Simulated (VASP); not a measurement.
The system is BeGa3.

```
Be Ga
1.0
    -2.04362    2.04362    3.79068
     2.04362   -2.04362    3.79068
     2.04362    2.04362   -3.79068
Be Ga
1 3
Direct
  0.00000 0.00000 0.00000
  0.75000 0.25000 0.50000
  0.25000 0.75000 0.50000
  0.50000 0.50000 0.00000
```

Program: VASP 6.6.1. Alike in all runs: task single point; cell as given.

Question: Order these runs on this cell by their pressure, lowest first.
A. level r2SCAN; potentials or basis VASP PAW PBE potentials, release 64 (Be, Ga_d); spin off; k mesh 2 × 2 × 2; cutoff (eV) 660; smearing methfessel-paxton 0.34 eV
B. level LDA; potentials or basis VASP PAW LDA potentials, release 64 (Be, Ga_d); spin collinear; k mesh 3 × 3 × 3; cutoff (eV) 600; smearing gaussian 0.1 eV
C. level LDA; potentials or basis VASP PAW LDA potentials, release 64 (Be, Ga_d); spin off; k mesh 1 × 1 × 1; cutoff (eV) 600; smearing fermi-dirac 0.1 eV
D. level LDA; potentials or basis VASP PAW LDA potentials, release 64 (Be, Ga_d); spin off; k mesh 2 × 2 × 2; cutoff (eV) 600; smearing gaussian 0.1 eV
E. level PBE; potentials or basis VASP PAW PBE potentials, release 64 (Be, Ga_d); spin off; k mesh 2 × 2 × 2; cutoff (eV) 600; smearing gaussian 0.1 eV

Answer: B (-3.9 GPa), D (-1.9 GPa), A (1.2 GPa), E (3.5 GPa), C (56.1 GPa).

Caveats: all runs use coarse meshes; so wide a smearing shifts energies and pressures (at least some runs); the PAW data sets were made with another functional, which shifts forces and pressure a little (at least some runs).
